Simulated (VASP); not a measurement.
Zn2C, 3 atoms in the cell. It takes space group Fm-3m (No. 225, cubic). Conventional cell: a = 5.051 Å, b = 5.051 Å, c = 5.051 Å, α = 90.00°, β = 90.00°, γ = 90.00°. C (site symmetry m-3m) has 8 Zn at 2.19 Å within 2.9 Å. Zn (site symmetry -43m) has 4 C at 2.19 Å and 6 Zn at 2.53 Å within 2.9 Å. 

- Program: VASP 6.6.1
- Task: single point
- Functional: r2SCAN
- Potentials or basis: VASP PAW PBE potentials, release 64 (C, Zn)
- Cutoff: 520 eV
- k mesh: 8 × 8 × 8
- Occupations: fermi-dirac, width 0.02 eV
- Spin: no spin polarisation
- Dipole correction: no
- Further INCAR settings: ALGO = Normal; EDIFF = 1e-06; NBANDS = 21

Potentials or basis: VASP PAW PBE potentials, release 64 (C, Zn).

Run with:

```bash
$ cat potpaw_PBE.64/C/POTCAR potpaw_PBE.64/Zn/POTCAR > POTCAR
$ cp INCAR.step1 INCAR
$ mpirun -np 1 vasp_std > vasp.out
$ cp INCAR.step2 INCAR
$ mpirun -np 1 vasp_std > vasp.out
```

Hardware: 1 thread of Intel(R) Xeon(R) Platinum 8375C CPU @ 2.90GHz (Ice Lake) (shared host).

**Question.** How long does it take, and how much memory?

**Answer.** Wall time 2.2 min on 1 thread of Intel(R) Xeon(R) Platinum 8375C CPU @ 2.90GHz (Ice Lake) (shared host), peak memory 0.17 GiB. Counts: k points 29.
